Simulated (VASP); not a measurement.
# AlSi2B4 (C2/m) in VASP: a series of runs

AlSi2B4 is run at these levels: PBE; tasks: single point.

All numbers are computed with VASP 6.6.1; they aren't measurements. Logs are shortened: lines on timing, memory, paths and dates and some standing lists are left out, and cuts for length are marked.

## 1. The cell of the first run

The structure is monoclinic, space group C2/m (No. 12). The conventional cell has a = 6.300 Å, b = 6.308 Å, c = 4.716 Å, α = 90.00°, β = 131.21°, γ = 90.00°. Within 2.9 Å of Al (site symmetry 2/m) lie 12 B at 2.23 to 2.86 Å and 2 Si at 2.44 Å. Within 2.9 Å of Si (site symmetry m) lie 1 Si at 2.22 Å and 8 B at 2.31 to 2.49 Å and 1 Al at 2.44 Å. B (site symmetry -1) has 2 B at 1.77 Å and 2 Al at 2.23 Å and 4 Si at 2.49 Å within 2.5 Å. Within 2.4 Å of B (site symmetry 2) lie 2 B at 1.77 Å and 4 Si at 2.31 to 2.35 Å.

The cell was generated, and may not be a known phase.

## 2. Single point, PBE

INCAR

```
SYSTEM = AlSi2B4
  ALGO = Normal
  EDIFF = 1E-6
  ENCUT = 520
  GGA = PE
  ISIF = 2
  ISMEAR = 0
  LASPH = .True.
  LCHARG = .False.
  LREAL = .False.
  LWAVE = .False.
  NBANDS = 20
  NELM = 60
  PREC = Accurate
  SIGMA = 0.1
```

KPOINTS

```
k-points
0
Gamma
  4 4 6
  0 0 0
```

POSCAR

```
AlSi2B4
1.0
    3.1498222151     -3.1538817989     -0.0050392732
    3.1498222151      3.1538817989     -0.0050392732
   -3.1013835901      0.0000000000      3.5528926271
Al Si B
1 2 4
Direct
    0.0000000000      0.0000000000      0.0000000000
    0.6546619234      0.6546619234      0.3130497062
    0.3453380766      0.3453380766      0.6869502938
    0.0000000000      0.5000000000      0.0000000000
    0.2514877465      0.7485122535      0.5000000000
    0.5000000000      0.0000000000      0.0000000000
    0.7485122535      0.2514877465      0.5000000000
```

Potentials or basis: VASP PAW PBE potentials, release 64 (Al, Si, B).

Started as:

```sh
> cat potpaw_PBE.64/Al/POTCAR potpaw_PBE.64/Si/POTCAR potpaw_PBE.64/B/POTCAR > POTCAR
> mpirun -np 1 vasp_std > vasp.out
```

OUTCAR:

```text
SYSTEM = AlSi2B4
   EDIFF = 1E-6
   ENCUT = 520
   GGA = PE
   ISIF = 2
   ISMEAR = 0
   LASPH = .True.
   LREAL = .False.
   NELM = 60
   PREC = Accurate

 ion  position               nearest neighbor table
   1  0.000  0.000  0.000-   4 2.23   6 2.23   4 2.23   6 2.23   3 2.44   2 2.44
   2  0.655  0.655  0.313-   3 2.22   7 2.31   5 2.31   7 2.35   5 2.35   1 2.44   4 2.49   6 2.49
                             6 2.49   4 2.49
   3  0.345  0.345  0.687-   2 2.22   5 2.31   7 2.31   5 2.35   7 2.35   1 2.44   4 2.49   6 2.49
                             4 2.49   6 2.49
   4  0.000  0.500  0.000-   5 1.77   7 1.77   1 2.23   1 2.23   3 2.49   2 2.49   2 2.49   3 2.49

   5  0.251  0.749  0.500-   6 1.77   4 1.77   2 2.31   3 2.31   3 2.35   2 2.35
   6  0.500  0.000  0.000-   7 1.77   5 1.77   1 2.23   1 2.23   3 2.49   2 2.49   3 2.49   2 2.49

   7  0.749  0.251  0.500-   4 1.77   6 1.77   2 2.31   3 2.31   3 2.35   2 2.35

  LATTYP: Found a base centered monoclinic cell.
 ALAT       =     6.2996524923
 B/A-ratio  =     1.0012875481
 C/A-ratio  =     0.7486290500
 COS(beta)  =    -0.6588201816

  Lattice vectors:

 A1 = (   3.1498222151,  -3.1538817989,  -0.0050392732)
 A2 = (   3.1498222151,   3.1538817989,  -0.0050392732)
 A3 = (  -3.1013835901,   0.0000000000,   3.5528926271)

Analysis of symmetry for initial positions (statically):
=====================================================================
 Subroutine PRICEL returns:
 Original cell was already a primitive cell.

 Routine SETGRP: Setting up the symmetry group for a
 base centered monoclinic supercell.

 Subroutine GETGRP returns: Found  4 space group operations
 (whereof  4 operations were pure point group operations)
 out of a pool of  4 trial point group operations.

The static configuration has the point symmetry C_2h.

Analysis of symmetry for dynamics (positions and initial velocities):
=====================================================================
 Subroutine PRICEL returns:
 Original cell was already a primitive cell.

 Routine SETGRP: Setting up the symmetry group for a
 base centered monoclinic supercell.

 Subroutine GETGRP returns: Found  4 space group operations
 (whereof  4 operations were pure point group operations)
 out of a pool of  4 trial point group operations.

The dynamic configuration has the point symmetry C_2h.

 Subroutine INISYM returns: Found  4 space group operations
 (whereof  4 operations are pure point group operations),
 and found     1 'primitive' translations

----------------------------------------------------------------------------------------

                                     Primitive cell

  volume of cell :      70.4915

  direct lattice vectors                    reciprocal lattice vectors
     3.149822215 -3.153881799 -0.005039273     0.158961114 -0.158534794  0.138760003
     3.149822215  3.153881799 -0.005039273     0.158961114  0.158534794  0.138760003
    -3.101383590  0.000000000  3.552892627     0.000450927  0.000000000  0.281854422

  length of vectors
     4.457395628  4.457395628  4.716102861     0.263924715  0.263924715  0.281854783

  position of ions in fractional coordinates (direct lattice)
     0.000000000  0.000000000  0.000000000
     0.654661923  0.654661923  0.313049706
     0.345338077  0.345338077  0.686950294
     0.000000000  0.500000000  0.000000000
     0.251487746  0.748512254  0.500000000
     0.500000000  0.000000000  0.000000000
     0.748512254  0.251487746  0.500000000

  ion indices of the primitive-cell ions
   primitive index   ion index
                 1           1
                 2           2
                 3           3
                 4           4
                 5           5
                 6           6
                 7           7

----------------------------------------------------------------------------------------

 KPOINTS: k-points

Automatic generation of k-mesh.
 Grid dimensions read from file:
 generate k-points for:    4    4    6

 Generating k-lattice:

  Cartesian coordinates                     Fractional coordinates (reciprocal lattice)
     0.039740279 -0.039633698  0.034690001     0.250000000  0.000000000  0.000000000
     0.039740279  0.039633698  0.034690001     0.000000000  0.250000000  0.000000000
     0.000075155  0.000000000  0.046975737     0.000000000  0.000000000  0.166666667

  Length of vectors
     0.065981179  0.065981179  0.046975797

  Shift w.r.t. Gamma in fractional coordinates (k-lattice)
     0.000000000  0.000000000  0.000000000

 Subroutine IBZKPT returns following result:
 ===========================================

 Found     34 irreducible k-points:

 Following reciprocal coordinates:
            Coordinates               Weight
  0.000000  0.000000  0.000000      1.000000
  0.250000 -0.000000 -0.000000      4.000000
  0.500000 -0.000000 -0.000000      2.000000
  0.250000  0.250000 -0.000000      2.000000
  0.500000  0.250000 -0.000000      4.000000
 -0.250000  0.250000  0.000000      2.000000
[... 16 lines left out ...]
  0.500000  0.250000  0.333333      4.000000
 -0.250000  0.250000  0.333333      4.000000
 [... further k-points ...]
   k-points           NKPTS =     34   k-points in BZ     NKDIM =     34   number of bands    NBANDS=     20
   number of dos      NEDOS =    301   number of ions     NIONS =      7
   total plane-waves  NPLWV =  46656
   dimension x,y,z NGX =    36 NGY =   36 NGZ =   36
   dimension x,y,z NGXF=    72 NGYF=   72 NGZF=   72
   ions per type =               1   2   4
   NGX,Y,Z   is equivalent  to a cutoff of  13.43, 13.43, 12.69 a.u.
   NGXF,Y,Z  is equivalent  to a cutoff of  26.85, 26.85, 25.38 a.u.
 SYSTEM =  AlSi2B4
   PREC   = accura    normal or accurate (medium, high low for compatibility)
   ISTART =      0    job   : 0-new  1-cont  2-samecut
   ICHARG =      2    charge: 1-file 2-atom 10-const
   ISPIN  =      1    spin polarized calculation?
   LNONCOLLINEAR =      F non collinear calculations
   LSORBIT =      F    spin-orbit coupling
   LASPH  =      T    aspherical Exc in radial PAW
   ENCUT  =  520.0 eV  38.22 Ry    6.18 a.u.   8.29  8.29  8.77*2*pi/ulx,y,z
   NELM   =     60;   NELMIN=  2; NELMDL= -5     # of ELM steps
   EDIFF  = 0.1E-05   stopping-criterion for ELM
   LREAL  =      F    real-space projection
   EDIFFG = 0.1E-04   stopping-criterion for IOM
   NSW    =      0    number of steps for IOM
   IBRION =     -1    ionic relax: 0-MD 1-quasi-New 2-CG
   NFREE  =      0    steps in history (QN), initial steepest desc. (CG)
   ISIF   =      2    stress and relaxation
   ISYM   =      2    0-nonsym 1-usesym 2-fastsym
   POTIM  = 0.5000    time-step for ionic-motion
   TEBEG  =    0.0;   TEEND  =   0.0 temperature during run
   PSTRESS=    0.0 pullay stress
   NELECT =      23.0000    total number of electrons
   NUPDOWN=      -1.0000    fix difference up-down
   EMIN   =  10.00;   EMAX   =-10.00  energy-range for DOS
   EFERMI =   0.00;   METHOD = LEGACY
   ISMEAR =     0;   SIGMA  =   0.10  broadening in eV -4-tet -1-fermi 0-gaus
   EFERMI_NEDOS =   21; number of points for ismear=-14 and -15
   IALGO  =     38    algorithm
   IMIX   =      4    mixing-type and parameters
     AMIX     =   0.40;   BMIX     =  1.00
     AMIX_MAG =   1.60;   BMIX_MAG =  1.00
  volume/ion in A,a.u.               =      10.07        67.96
  Fermi-wavevector in a.u.,A,eV,Ry     =   1.127038  2.129793 17.282321  1.270215
  Thomas-Fermi vector in A             =   2.263722
   LORBIT       =      0    0 simple, 1 ext, 2 COOP (PROOUT), +10 PAW based schemes
   GGA     = PE    functional components
   LHFCALC =     F    Hartree Fock is set to
   AEXX    =    0.0000 exact exchange contribution
   IVDW    =     0    specifies the selected vdW correction
   LEPSILON=     F    determine dielectric tensor
   LRPA    =     F    only Hartree local field effects (RPA)
 non-spin polarized calculation
 Gauss-broadening in eV      SIGMA  =   0.10
  energy-cutoff  :      520.00
  volume of cell :       70.49
 maximum number of plane-waves:      1926
 NGX is ok and might be reduce to    36
   NGX = 17   NGY = 17   NGZ = 17

 number of electron      23.0000000 magnetization

 Free energy of the ion-electron system (eV)
  ---------------------------------------------------
  ext. energy  EPLUGINS =         0.00000000
  ---------------------------------------------------
  free energy    TOTEN  =       -36.97038165 eV

  energy without entropy =      -36.96554603  energy(sigma->0) =      -36.96796384

 E-fermi :   9.1540     XC(G=0): -11.4927

 val. band max:        9.0912478880   @ k =   0.5000   0.5000  -0.0000
 cond. band min:       9.1962383305   @ k =  -0.0000  -0.0000   0.1667
 fundamental gap:      0.1049904424
 Fermi energy:         9.1540089272

 k-point     1 :       0.0000    0.0000    0.0000
  band No.  band energies     occupation
      1      -5.9461      2.00000
      2       1.5458      2.00000
      3       1.5629      2.00000
      4       2.6555      2.00000
      5       3.4331      2.00000
      6       3.8092      2.00000
[... 12 lines left out ...]
     19      18.3627      0.00000
     20      18.3954      0.00000

 k-point     2 :       0.2500   -0.0000   -0.0000
  band No.  band energies     occupation
      1      -5.3788      2.00000
      2      -0.8688      2.00000
      3       1.4325      2.00000
      4       1.5757      2.00000
      5       2.4407      2.00000
      6       3.0653      2.00000
[... 12 lines left out ...]
     19      14.8183      0.00000
     20      15.9656      0.00000

 k-point     3 :       0.5000   -0.0000   -0.0000
  band No.  band energies     occupation
      1      -4.0100      2.00000
      2      -3.2545      2.00000
      3       1.1062      2.00000
      4       1.1994      2.00000
      5       2.2535      2.00000
      6       3.0719      2.00000
[... 12 lines left out ...]
     19      15.3518      0.00000
     20      15.4010      0.00000

 k-point     4 :       0.2500    0.2500   -0.0000
  band No.  band energies     occupation
      1      -4.5161      2.00000
      2      -1.4543      2.00000
      3      -0.8863      2.00000
      4       0.6546      2.00000
      5       2.1735      2.00000
      6       2.6794      2.00000
[... 12 lines left out ...]
     19      14.9062      0.00000
     20      15.2000      0.00000

 k-point     5 :       0.5000    0.2500   -0.0000
  band No.  band energies     occupation
      1      -3.7971      2.00000
      2      -2.4031      2.00000
      3      -0.5443      2.00000
      4       0.1912      2.00000
      5       1.1440      2.00000
      6       3.1236      2.00000
[... 12 lines left out ...]
     19      14.4584      0.00000
     20      14.5144      0.00000
[... 353 lines left out ...]
      6       2.4497      2.00000
[... 12 lines left out ...]
     19      14.7491      0.00000
     20      15.0639      0.00000

 k-point    22 :       0.2500    0.2500    0.3333
  band No.  band energies     occupation
      1      -3.3823      2.00000
      2      -2.0610      2.00000
      3      -1.9309      2.00000
      4      -0.8832      2.00000
      5       3.1863      2.00000
      6       4.1608      2.00000
[... 12 lines left out ...]
     19      15.4785      0.00000
     20      15.9527      0.00000

 k-point    23 :       0.5000    0.2500    0.3333
  band No.  band energies     occupation
      1      -3.5732      2.00000
      2      -2.8129      2.00000
      3      -0.3889      2.00000
      4       0.5382      2.00000
      5       1.1582      2.00000
      6       2.1192      2.00000
[... 12 lines left out ...]
     19      14.6462      0.00000
     20      14.8523      0.00000

 k-point    24 :      -0.2500    0.2500    0.3333
  band No.  band energies     occupation
      1      -4.0191      2.00000
      2      -1.7403      2.00000
      3      -1.4157      2.00000
      4      -0.2968      2.00000
      5       2.6226      2.00000
      6       3.5002      2.00000
[... 12 lines left out ...]
     19      15.2028      0.00000
     20      15.3782      0.00000

 [... further k-points ...]

------------------------ aborting loop because EDIFF is reached ----------------------------------------

  FORCE on cell =-STRESS in cart. coord.  units (eV):
  Direction    XX          YY          ZZ          XY          YZ          ZX
  --------------------------------------------------------------------------------------
  -------------------------------------------------------------------------------------
  Total       -0.0475688     -0.0517780     -0.0894060      0.0000000      0.0000000      0.0384744
  in kB       -1.0811764     -1.1768447     -2.0320792      0.0000000      0.0000000      0.8744720
  external PRESSURE =      -1.4300334 kB  Pullay stress =       0.0000000 kB

 VOLUME and BASIS-vectors are now :
 -----------------------------------------------------------------------------
  energy-cutoff  :      520.00
  volume of cell :       70.49
      direct lattice vectors                 reciprocal lattice vectors
     3.149822215 -3.153881799 -0.005039273     0.158961114 -0.158534794  0.138760003
     3.149822215  3.153881799 -0.005039273     0.158961114  0.158534794  0.138760003
    -3.101383590  0.000000000  3.552892627     0.000450927  0.000000000  0.281854422

 POSITION                                       TOTAL-FORCE (eV/Angst)
 -----------------------------------------------------------------------------------
      0.00000      0.00000      0.00000         0.000000      0.000000     -0.000000
      3.15325      0.00000      1.10563         0.004701      0.000000      0.016813
      0.04501      0.00000      2.43718        -0.004701      0.000000     -0.016813
      1.57491      1.57694     -0.00252         0.000000      0.000000     -0.000000
      1.59913      1.56756      1.77141         0.000000      0.007711      0.000000
      1.57491     -1.57694     -0.00252         0.000000      0.000000     -0.000000
      1.59913     -1.56756      1.77141         0.000000     -0.007711     -0.000000
 -----------------------------------------------------------------------------------
    total drift:                               -0.000000     -0.000000      0.000000

  FREE ENERGIE OF THE ION-ELECTRON SYSTEM (eV)
  ---------------------------------------------------
  free  energy   TOTEN  =       -36.9703816522 eV

  energy  without entropy=      -36.9655460308  energy(sigma->0) =      -36.96796384
```

Wall time 64 s (1 thread of Intel Xeon 8259CL, shared host); peak memory 0.22 GiB.

Results:

```
Free energy            : -36.9704 eV
Pressure               : -0.1 GPa
Largest force          : 0.017 eV/Å
Band gap on the k mesh : zero (an odd number of electrons rules out a gap without spin polarisation)
```

Forces on the atoms (eV/Å):
```
Al   0.000  0.000  0.000
Si   0.005  0.000  0.017
Si  -0.005  0.000 -0.017
B    0.000  0.000  0.000
B    0.000  0.008  0.000
B    0.000  0.000  0.000
B    0.000 -0.008  0.000
```

Caveat: the k points lie up to 0.36 Å⁻¹ apart, too coarse for converged energies and pressures of a metal.

[end of part 1 of 2]

The gap in the log of VASP goes by the Fermi energy; the results here count the filled bands.